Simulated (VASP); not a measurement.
Set up this calculation in VASP 6.6.1, as the native input.

* Task: single point
* Functional: PBEsol
* Potentials or basis: VASP PAW PBE potentials, release 64 (Ba_sv, Ti_sv, O)
* Cutoff: 520 eV
* k mesh: 7 × 7 × 7
* Occupations: fermi-dirac, width 0.05 eV
* Spin: no spin polarisation
* Hubbard terms: Ti d U = 5.0 eV
* Dipole correction: no
* Further INCAR settings: ALGO = Normal; EDIFF = 1e-06; NBANDS = 28

The structure of BaTiO3 lies in POSCAR:

```
BaTiO3
1.0
    3.9855000000      0.0000000000      0.0000000000
    0.0000000000      2.8369000000      2.8451500000
    0.0000000000     -2.8369000000      2.8451500000
Ba Ti O
1 1 3
Direct
    0.0000000000      0.0000000000      0.0000000000
    0.5000000000      0.5124000000      0.5124000000
    0.5000000000      0.9918400000      0.5052400000
    0.5000000000      0.5052400000      0.9918400000
    0.0000000000      0.4874000000      0.4874000000
```

One way to write it, as run:

INCAR

```
SYSTEM = BaTiO3
PREC = Accurate ; ENCUT = 520
EDIFF = 1E-6 ; ISMEAR = -1
SIGMA = 0.05 ; LREAL = .False.
LASPH = .True. ; NELM = 150
ALGO = Normal ; ISIF = 2
LWAVE = .False. ; LCHARG = .False.
LMAXMIX = 4 ; LDAU = .True.
LDAUTYPE = 2 ; LDAUL = -1 2 -1
LDAUU = 0 5 0 ; LDAUJ = 0 0 0
LDAUPRINT = 1 ; GGA = PS
NBANDS = 28
```

KPOINTS

```
regular mesh
0
Gamma
  7 7 7
  0 0 0
```

Potentials or basis: VASP PAW PBE potentials, release 64 (Ba_sv, Ti_sv, O).

Launch:

```sh
$ cat potpaw_PBE.64/Ba_sv/POTCAR potpaw_PBE.64/Ti_sv/POTCAR potpaw_PBE.64/O/POTCAR > POTCAR
$ mpirun -np 1 vasp_std > vasp.out
```

It gave:

```yaml
Pressure: 2.0 GPa
Largest_force: 0.573 eV/Å
Band_gap_on_the_k_mesh: 2.46 eV (least direct gap 2.64 eV)
```

Caveat: the PAW data sets were made with another functional, which shifts forces and pressure a little; spin-orbit coupling is left out, which moves the levels of the heavy elements; an odd mesh through Γ misses points on the zone boundary, where band edges can lie.

It took 96 s on 1 thread of AMD EPYC 7R13 Processor (Zen 3), on a shared host, peak memory 0.22 GiB.
